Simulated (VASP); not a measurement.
# AlRu (Pmm2) in VASP: single point with PBEsol

Aim: the single point of AlRu with PBEsol.

All numbers are computed with VASP 6.6.1; they aren't measurements. Logs are shortened: lines on timing, memory, paths and dates and some standing lists are left out, and cuts for length are marked.

**1. The cell of the first run**

It takes space group Pmm2 (No. 25, orthorhombic). Conventional cell: a = 2.976 Å, b = 5.953 Å, c = 2.976 Å, α = 90.00°, β = 90.00°, γ = 90.00°. Al (site symmetry m) has 8 Ru at 2.52 to 2.64 Å and 6 Al at 2.83 to 3.12 Å within 3.3 Å. Ru (site symmetry mm2) has 8 Al at 2.60 to 2.64 Å and 6 Ru at 2.98 Å within 3.4 Å. Ru (site symmetry mm2) has 8 Al at 2.52 to 2.55 Å and 6 Ru at 2.98 Å within 3.3 Å.

**2. Single point, PBEsol (atoms displaced along a vibrational mode)**

INCAR

```
SYSTEM = AlRu
PREC     = Accurate       ! precision mode
ENCUT    = 520            ! plane-wave cutoff, eV
EDIFF    = 1E-7           ! SCF threshold, eV
ISMEAR   = 0              ! smearing method
SIGMA    = 0.15           ! smearing width, eV
LREAL    = .False.        ! projectors in reciprocal space
LASPH    = .True.         ! aspherical terms in the spheres
NELM     = 100            ! most SCF steps
ALGO     = Fast           ! electronic algorithm
ISIF     = 2              ! what is computed and relaxed
LWAVE    = .False.        ! write WAVECAR
LCHARG   = .False.        ! write CHGCAR
GGA      = PS             ! functional
NBANDS   = 25             ! bands
```

KPOINTS

```
Automatic mesh
0
Gamma
  16 16 8
  0 0 0
```

POSCAR

```
AlRu
1.0
    2.9763250904      0.0000000000      0.0000000000
    0.0000000000      2.9763250904      0.0000000000
    0.0000000000      0.0000000000      5.9526501809
Al Ru
2 2
Direct
    0.0000000000      0.0000000000     -0.0122634453
    0.0000000000      0.0000000000      0.5122634453
    0.4896516681      0.5000000000      0.2500000000
    0.5103483319      0.5000000000      0.7500000000
```

Potentials or basis: VASP PAW PBE potentials, release 64 (Al, Ru_pv).

Command:

```bash
> cat potpaw_PBE.64/Al/POTCAR potpaw_PBE.64/Ru_pv/POTCAR > POTCAR
> mpirun -np 1 vasp_std > vasp.out
```

OUTCAR:

```text
SYSTEM = AlRu
   PREC = Accurate
   ENCUT = 520
   EDIFF = 1E-7
   ISMEAR = 0
   LREAL = .False.
   LASPH = .True.
   NELM = 100
   ISIF = 2
   GGA = PS

 ion  position               nearest neighbor table
   1  0.000  0.000  0.988-   4 2.52   4 2.52   4 2.55   4 2.55   3 2.60   3 2.60   3 2.64   3 2.64
                             2 2.83   2 3.12
   2  0.000  0.000  0.512-   4 2.52   4 2.52   4 2.55   4 2.55   3 2.60   3 2.60   3 2.64   3 2.64
                             1 2.83   1 3.12
   3  0.490  0.500  0.250-   1 2.60   2 2.60   1 2.60   2 2.60   1 2.64   2 2.64   1 2.64   2 2.64
                             4 2.98   4 2.98
   4  0.510  0.500  0.750-   1 2.52   2 2.52   1 2.52   2 2.52   1 2.55   2 2.55   1 2.55   2 2.55
                             3 2.98   3 2.98

  LATTYP: Found a simple tetragonal cell.
 ALAT       =     2.9763250904
 C/A-ratio  =     2.0000000000

  Lattice vectors:

 A1 = (   2.9763250904,   0.0000000000,   0.0000000000)
 A2 = (   0.0000000000,   2.9763250904,   0.0000000000)
 A3 = (   0.0000000000,   0.0000000000,   5.9526501809)

Analysis of symmetry for initial positions (statically):
=====================================================================
 Subroutine PRICEL returns:
 Original cell was already a primitive cell.

 Routine SETGRP: Setting up the symmetry group for a
 simple tetragonal supercell.

 Subroutine GETGRP returns: Found  4 space group operations
 (whereof  2 operations were pure point group operations)
 out of a pool of 16 trial point group operations.

The static configuration has the point symmetry C_1h.
 The point group associated with its full space group is C_2v.

Analysis of symmetry for dynamics (positions and initial velocities):
=====================================================================
 Subroutine PRICEL returns:
 Original cell was already a primitive cell.

 Routine SETGRP: Setting up the symmetry group for a
 simple tetragonal supercell.

 Subroutine GETGRP returns: Found  4 space group operations
 (whereof  2 operations were pure point group operations)
 out of a pool of 16 trial point group operations.

The dynamic configuration has the point symmetry C_1h.
 The point group associated with its full space group is C_2v.

 Subroutine INISYM returns: Found  4 space group operations
 (whereof  2 operations are pure point group operations),
 and found     1 'primitive' translations

----------------------------------------------------------------------------------------

                                     Primitive cell

  volume of cell :      52.7316

  direct lattice vectors                    reciprocal lattice vectors
     2.976325090  0.000000000  0.000000000     0.335984803  0.000000000  0.000000000
     0.000000000  2.976325090  0.000000000     0.000000000  0.335984803  0.000000000
     0.000000000  0.000000000  5.952650181     0.000000000  0.000000000  0.167992402

  length of vectors
     2.976325090  2.976325090  5.952650181     0.335984803  0.335984803  0.167992402

  position of ions in fractional coordinates (direct lattice)
     0.000000000  0.000000000  0.987736555
     0.000000000  0.000000000  0.512263445
     0.489651668  0.500000000  0.250000000
     0.510348332  0.500000000  0.750000000

  ion indices of the primitive-cell ions
   primitive index   ion index
                 1           1
                 2           2
                 3           3
                 4           4

----------------------------------------------------------------------------------------

 KPOINTS: Automatic mesh

Automatic generation of k-mesh.
 Grid dimensions read from file:
 generate k-points for:   16   16    8

 Generating k-lattice:

  Cartesian coordinates                     Fractional coordinates (reciprocal lattice)
     0.020999050  0.000000000  0.000000000     0.062500000  0.000000000  0.000000000
     0.000000000  0.020999050  0.000000000     0.000000000  0.062500000  0.000000000
     0.000000000  0.000000000  0.020999050     0.000000000  0.000000000  0.125000000

  Length of vectors
     0.020999050  0.020999050  0.020999050

  Shift w.r.t. Gamma in fractional coordinates (k-lattice)
     0.000000000  0.000000000  0.000000000

 Subroutine IBZKPT returns following result:
 ===========================================

 Found    405 irreducible k-points:

 Following reciprocal coordinates:
            Coordinates               Weight
  0.000000  0.000000  0.000000      1.000000
  0.062500  0.000000  0.000000      2.000000
  0.000000  0.062500  0.000000      2.000000
  0.125000  0.000000  0.000000      2.000000
  0.000000  0.125000  0.000000      2.000000
  0.187500  0.000000  0.000000      2.000000
[... 16 lines left out ...]
  0.250000  0.062500  0.000000      4.000000
 -0.062500  0.250000  0.000000      4.000000
 [... further k-points ...]
   k-points           NKPTS =    405   k-points in BZ     NKDIM =    405   number of bands    NBANDS=     25
   number of dos      NEDOS =    301   number of ions     NIONS =      4
   total plane-waves  NPLWV =  27648
   dimension x,y,z NGX =    24 NGY =   24 NGZ =   48
   dimension x,y,z NGXF=    48 NGYF=   48 NGZF=   96
   ions per type =               2   2
   NGX,Y,Z   is equivalent  to a cutoff of  13.41, 13.41, 13.41 a.u.
   NGXF,Y,Z  is equivalent  to a cutoff of  26.81, 26.81, 26.81 a.u.
 SYSTEM =  AlRu
   PREC   = accura    normal or accurate (medium, high low for compatibility)
   ISTART =      0    job   : 0-new  1-cont  2-samecut
   ICHARG =      2    charge: 1-file 2-atom 10-const
   ISPIN  =      1    spin polarized calculation?
   LNONCOLLINEAR =      F non collinear calculations
   LSORBIT =      F    spin-orbit coupling
   LASPH  =      T    aspherical Exc in radial PAW
   ENCUT  =  520.0 eV  38.22 Ry    6.18 a.u.   5.53  5.53 11.07*2*pi/ulx,y,z
   NELM   =    100;   NELMIN=  2; NELMDL= -5     # of ELM steps
   EDIFF  = 0.1E-06   stopping-criterion for ELM
   LREAL  =      F    real-space projection
   EDIFFG = 0.1E-05   stopping-criterion for IOM
   NSW    =      0    number of steps for IOM
   IBRION =     -1    ionic relax: 0-MD 1-quasi-New 2-CG
   NFREE  =      0    steps in history (QN), initial steepest desc. (CG)
   ISIF   =      2    stress and relaxation
   ISYM   =      2    0-nonsym 1-usesym 2-fastsym
   POTIM  = 0.5000    time-step for ionic-motion
   TEBEG  =    0.0;   TEEND  =   0.0 temperature during run
   PSTRESS=    0.0 pullay stress
   NELECT =      34.0000    total number of electrons
   NUPDOWN=      -1.0000    fix difference up-down
   EMIN   =  10.00;   EMAX   =-10.00  energy-range for DOS
   EFERMI =   0.00;   METHOD = LEGACY
   ISMEAR =     0;   SIGMA  =   0.15  broadening in eV -4-tet -1-fermi 0-gaus
   EFERMI_NEDOS =   21; number of points for ismear=-14 and -15
   IALGO  =     68    algorithm
   IMIX   =      4    mixing-type and parameters
     AMIX     =   0.40;   BMIX     =  1.00
     AMIX_MAG =   1.60;   BMIX_MAG =  1.00
  volume/ion in A,a.u.               =      13.18        88.96
  Fermi-wavevector in a.u.,A,eV,Ry     =   1.414308  2.672655 27.215300  2.000268
  Thomas-Fermi vector in A             =   2.535864
   LORBIT       =      0    0 simple, 1 ext, 2 COOP (PROOUT), +10 PAW based schemes
   GGA     = PS    functional components
   LHFCALC =     F    Hartree Fock is set to
   AEXX    =    0.0000 exact exchange contribution
   IVDW    =     0    specifies the selected vdW correction
   LEPSILON=     F    determine dielectric tensor
   LRPA    =     F    only Hartree local field effects (RPA)
 non-spin polarized calculation
 RMM-DIIS sequential band-by-band and
 Gauss-broadening in eV      SIGMA  =   0.15
  energy-cutoff  :      520.00
  volume of cell :       52.73
 maximum number of plane-waves:      1447
 NGX is ok and might be reduce to    24
   NGX = 11   NGY = 11   NGZ = 23

 number of electron      33.9999997 magnetization

 Free energy of the ion-electron system (eV)
  ---------------------------------------------------
  ext. energy  EPLUGINS =         0.00000000
  ---------------------------------------------------
  free energy    TOTEN  =       -30.98329710 eV

  energy without entropy =      -30.94723966  energy(sigma->0) =      -30.96526838

 E-fermi :  10.8348     XC(G=0): -12.7636

 val. band max:       10.8310675443   @ k =   0.5000   0.1875   0.5000
 cond. band min:      10.8378697438   @ k =  -0.0625   0.3750   0.2500
 fundamental gap:      0.0068021995
 Fermi energy:        10.8348191671

 k-point     1 :       0.0000    0.0000    0.0000
  band No.  band energies     occupation
      1     -31.1229      2.00000
      2     -30.9069      2.00000
      3     -30.9059      2.00000
      4     -30.9003      2.00000
      5     -30.8847      2.00000
      6     -30.8839      2.00000
[... 17 lines left out ...]
     24      21.6756      0.00000
     25      21.9029      0.00000

 k-point     2 :       0.0625    0.0000    0.0000
  band No.  band energies     occupation
      1     -31.1218      2.00000
      2     -30.9146      2.00000
      3     -30.9062      2.00000
      4     -30.8996      2.00000
      5     -30.8920      2.00000
      6     -30.8840      2.00000
[... 17 lines left out ...]
     24      21.3342      0.00000
     25      21.7701      0.00000

 k-point     3 :       0.0000    0.0625    0.0000
  band No.  band energies     occupation
      1     -31.1218      2.00000
      2     -30.9156      2.00000
      3     -30.9051      2.00000
      4     -30.8996      2.00000
      5     -30.8929      2.00000
      6     -30.8831      2.00000
[... 17 lines left out ...]
     24      21.3679      0.00000
     25      21.7665      0.00000

 k-point     4 :       0.1250    0.0000    0.0000
  band No.  band energies     occupation
      1     -31.1187      2.00000
      2     -30.9393      2.00000
      3     -30.9153      2.00000
      4     -30.9041      2.00000
      5     -30.8975      2.00000
      6     -30.8819      2.00000
[... 17 lines left out ...]
     24      20.3899      0.00000
     25      21.3076      0.00000
[... 477 lines left out ...]
 k-point    22 :      -0.0625    0.1875    0.0000
  band No.  band energies     occupation
      1     -31.1131      2.00000
      2     -30.9763      2.00000
      3     -30.9502      2.00000
      4     -30.9085      2.00000
      5     -30.8937      2.00000
      6     -30.8861      2.00000
[... 17 lines left out ...]
     24      19.4537      0.00000
     25      20.8657      0.00000

 k-point    23 :       0.2500    0.0625    0.0000
  band No.  band energies     occupation
      1     -31.1076      2.00000
      2     -31.0184      2.00000
      3     -30.9899      2.00000
      4     -30.9057      2.00000
      5     -30.8900      2.00000
      6     -30.8833      2.00000
[... 17 lines left out ...]
     24      19.1253      0.00000
     25      20.2473      0.00000

 k-point    24 :      -0.0625    0.2500    0.0000
  band No.  band energies     occupation
      1     -31.1076      2.00000
      2     -31.0195      2.00000
      3     -30.9909      2.00000
      4     -30.9047      2.00000
      5     -30.8900      2.00000
      6     -30.8824      2.00000
[... 17 lines left out ...]
     24      19.1205      0.00000
     25      20.2440      0.00000

 [... further k-points ...]
[... 5 lines left out ...]
  --------------------------------------------------------------------------------------
  -------------------------------------------------------------------------------------
  Total        0.1964730      0.2104810      0.3194571      0.0000000      0.0000000      0.0000000
  in kB        5.9695611      6.3951739      9.7062641      0.0000000      0.0000000      0.0000000
  external PRESSURE =       7.3569997 kB  Pullay stress =       0.0000000 kB

 VOLUME and BASIS-vectors are now :
 -----------------------------------------------------------------------------
  energy-cutoff  :      520.00
  volume of cell :       52.73
      direct lattice vectors                 reciprocal lattice vectors
     2.976325090  0.000000000  0.000000000     0.335984803  0.000000000  0.000000000
     0.000000000  2.976325090  0.000000000     0.000000000  0.335984803  0.000000000
     0.000000000  0.000000000  5.952650181     0.000000000  0.000000000  0.167992402

 POSITION                                       TOTAL-FORCE (eV/Angst)
 -----------------------------------------------------------------------------------
      0.00000      0.00000      5.87965         0.056208      0.000000      0.850311
      0.00000      0.00000      3.04933         0.056208      0.000000     -0.850311
      1.45736      1.48816      1.48816         0.257829      0.000000      0.000000
      1.51896      1.48816      4.46449        -0.370245      0.000000      0.000000
 -----------------------------------------------------------------------------------
    total drift:                               -0.000001     -0.000000      0.000000

  FREE ENERGIE OF THE ION-ELECTRON SYSTEM (eV)
  ---------------------------------------------------
  free  energy   TOTEN  =       -30.9832970983 eV

  energy  without entropy=      -30.9472396590  energy(sigma->0) =      -30.96526838
```

Run time: 4.3 min. Hardware: 1 thread of Intel Xeon 6975P-C (Granite Rapids), shared host; peak memory 0.51 GiB.

What came out:

```
Free energy            : -30.9833 eV
Pressure               : 0.7 GPa
Largest force          : 0.852 eV/Å
Band gap on the k mesh : zero (bands 17 and 18 overlap by 2.81 eV)
```

Forces on the atoms (eV/Å):
```
Al   0.056  0.000  0.850
Al   0.056  0.000 -0.850
Ru   0.258  0.000  0.000
Ru  -0.370  0.000  0.000
```

Levels at points of the mesh, in eV from the Fermi level:
```csv
k point,band 14,band 15,band 16,band 17,band 18,band 19,band 20,band 21
"(0.00, 0.00, 0.00)",-1.65,0.12,0.17,0.18,0.47,2.31,6.11,6.12
"(0.50, 0.00, 0.00)",-1.39,-1.33,-1.22,-1.15,0.43,1.53,2.31,5.35
"(0.00, 0.50, 0.00)",-1.39,-1.39,-1.21,-1.15,0.43,1.54,2.31,5.36
"(0.50, 0.50, 0.00)",-1.22,-1.21,1.52,1.64,1.65,2.69,4.10,4.11
"(0.00, 0.00, 0.50)",-0.97,-0.79,-0.79,0.17,0.41,3.10,3.21,7.76
"(0.50, 0.00, 0.50)",-1.66,-1.45,-1.25,-0.58,-0.39,2.10,2.21,7.05
"(0.00, 0.50, 0.50)",-1.64,-1.48,-1.24,-0.58,-0.39,2.10,2.21,7.09
"(0.50, 0.50, 0.50)",-1.39,1.54,1.63,1.63,1.64,2.13,2.14,4.57
```

Caveat: the cell differs from its parent crystal (atoms displaced along a vibrational mode); the PAW data sets were made with another functional, which shifts forces and pressure a little.
